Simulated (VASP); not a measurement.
Write the native input for VASP 6.6.1 that does the following.

```
Task                   : single point
Functional             : PBE
Potentials or basis    : VASP PAW PBE potentials, release 64 (Ge_d, Sb, O)
Cutoff                 : 600 eV
k mesh                 : 6 × 6 × 4
Occupations            : gaussian, width 0.1 eV
Spin                   : no spin polarisation
Dipole correction      : no
Further INCAR settings : ALGO = Normal; EDIFF = 1e-06; NBANDS = 30
```

The structure of Ge2Sb2O lies in POSCAR:

```
Ge2Sb2O
1.0
    5.2727484900      0.0000000000      0.0000000000
   -2.6363742400      4.5663341400      0.0000000000
    0.0000000000      0.0000000000      4.8321716700
Ge Sb O
2 2 1
Direct
    0.3333333300      0.6666666700      0.0000000000
    0.6666666700      0.3333333300      0.0000000000
    0.3333333300      0.6666666700      0.5000000000
    0.6666666700      0.3333333300      0.5000000000
    0.0000000000      0.0000000000      0.0000000000
```

The cell was built from a structure type or drawn by symmetry, and may not be a known phase.

One way to write it, as run:

INCAR

```
SYSTEM = Ge2Sb2O
PREC = Accurate ; ENCUT = 600
EDIFF = 1E-6 ; ISMEAR = 0
SIGMA = 0.1 ; LREAL = .FALSE.
LASPH = .TRUE. ; NELM = 120
ALGO = Normal ; ISIF = 2
LWAVE = .FALSE. ; LCHARG = .FALSE.
GGA = PE ; NBANDS = 30
GGA_COMPAT = .FALSE.
```

KPOINTS

```
Automatic mesh
0
G
  6 6 4
  0 0 0
```

Potentials or basis: VASP PAW PBE potentials, release 64 (Ge_d, Sb, O).

Command:

```bash
$ cat potpaw_PBE.64/Ge_d/POTCAR potpaw_PBE.64/Sb/POTCAR potpaw_PBE.64/O/POTCAR > POTCAR
$ mpirun -np 1 vasp_std > vasp.out
```

Results of the run:

The pressure is 8.1 GPa. The band gap on the k mesh is zero (bands 22 and 23 overlap by 1.22 eV).

Caveat: the cell stands under pressure; spin-orbit coupling is left out, which moves the levels of the heavy elements.

It took 2.6 min on 1 thread of Intel Xeon 8259CL, with other jobs on the host, peak memory 0.3 GiB.
